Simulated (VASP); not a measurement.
Crystal: Hf2B2O.

```
Hf B O
1.0
     2.81144   -3.58191    0.00000
     2.81144    3.58191    0.00000
    -1.82599    0.00000    2.66314
Hf B O
2 2 1
Cartesian
  1.8984 -1.5148 1.3316
  1.8984 1.4840 1.3316
  3.4106 -0.3481 0.7624
  0.3863 -0.3481 1.9008
  2.8114 -2.8549 0.0000
```

| Property | Result |
| --- | --- |
| Program | VASP 6.6.1 |
| Task | relaxation of cell and atoms |
| Functional | PBE |
| Potentials or basis | VASP PAW PBE potentials, release 64 (Hf_pv, B, O) |
| Cutoff | 600 eV |
| k mesh | 4 × 4 × 6 |
| Occupations | gaussian, width 0.1 eV |
| Spin | no spin polarisation |

At the start: pressure 51.0 GPa; volume 10.73 Å³/atom.

Q: Where does the relaxation end?

A: Over 42 steps the energy falls by 1357.9 meV/atom and the volume is 12.43 Å³/atom (+15.9 %); space group C2 (No. 5, to 0.1 Å) before, Immm (No. 71, to 0.1 Å).

Step by step:
```tsv
step	energy change (eV)	largest force (eV/Å)	pressure (GPa)	volume (Å³)
1	0.0000	6.8418	51.02	53.64
3	-3.3665	2.3659	-9.45	67.86
5	-3.3827	2.3768	-6.29	66.41
7	-4.5855	1.0196	13.60	62.42
9	-4.9307	2.6273	4.95	67.07
11	-5.1883	0.9531	-4.85	70.28
13	-5.3817	1.0227	2.45	67.03
15	-5.4807	0.6981	0.29	66.87
17	-5.5803	0.5779	-4.08	67.32
19	-5.5988	1.0694	-7.20	67.65
21	-5.6384	1.0865	-6.98	67.26
23	-5.8368	1.1362	-5.86	65.44
25	-5.3903	6.5266	26.25	57.66
27	-6.3643	1.6881	8.11	59.93
29	-6.4048	1.0876	4.29	60.72
31	-6.4640	1.5710	6.72	60.32
33	-6.7290	0.5377	-1.04	62.49
35	-6.7509	0.4462	-1.19	62.52
37	-6.7776	0.2147	1.75	61.58
39	-6.7859	0.1605	-0.40	62.20
41	-6.7889	0.0805	0.05	62.13
42	-6.7894	0.0374	-0.02	62.14
```

Final structure:
```
CELL_PARAMETERS angstrom
3.42630 -3.16643 0.39838
3.42630 3.16643 0.39838
-1.85938 0.00000 2.64769
ATOMIC_POSITIONS crystal
Hf 0.77172 0.22828 0.50000
Hf 0.22867 0.77133 0.50000
B 0.63331 0.63374 0.13255
B 0.36626 0.36669 0.86745
O 0.00004 0.99996 0.00000
```

Caveat: the k points lie up to 0.37 Å⁻¹ apart in the final cell, too coarse for converged energies and pressures of a metal; the volume moved by over 15 % at a fixed basis, so the end points are rough.
